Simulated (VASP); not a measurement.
Write the native input for VASP 6.6.1 that does the following.

```yaml
Task: single point
Functional: PBE
Potentials_or_basis: VASP PAW PBE potentials, release 64 (Br)
Cutoff: 520 eV
k_mesh: 13 × 13 × 13
Occupations: fermi-dirac, width 0.05 eV
Spin: no spin polarisation
Dipole_correction: no
Further_INCAR_settings: ALGO = Normal; EDIFF = 1e-07; NBANDS = 10
```

The structure of Br lies in POSCAR:

```
Br
1.0
   -1.4234917050      1.4234917050      3.5775173700
    1.4234917050     -1.4234917050      3.5775173700
    1.4234917050      1.4234917050     -3.5775173700
Br
1
Direct
    0.0000000000      0.0000000000      0.0000000000
```

One way to write it, as run:

INCAR

```
ALGO     = Normal         # electronic algorithm
EDIFF    = 1E-7           # SCF threshold, eV
ENCUT    = 520            # plane-wave cutoff, eV
GGA      = PE             # functional
ISIF     = 2              # what is computed and relaxed
ISMEAR   = -1             # smearing method
LASPH    = True           # aspherical terms in the spheres
LCHARG   = False          # write CHGCAR
LREAL    = False          # projectors in reciprocal space
LWAVE    = False          # write WAVECAR
NBANDS   = 10             # bands
NELM     = 60             # most SCF steps
PREC     = Accurate       # precision mode
SIGMA    = 0.05           # smearing width, eV
```

KPOINTS

```
k-points
0
Gamma
  13 13 13
```

Potentials or basis: VASP PAW PBE potentials, release 64 (Br).

Run with:

```bash
$ cat potpaw_PBE.64/Br/POTCAR > POTCAR
$ mpirun -np 1 vasp_std > vasp.out
```

Results of the run:

```
Pressure : 1.4 GPa
```

Caveat: an odd number of electrons without spin polarisation forces a metal; a magnetic or distorted state may lie lower.

Run time: 2.3 min on 1 thread of AMD EPYC 7R13, with other jobs on the host, peak memory 0.17 GiB.
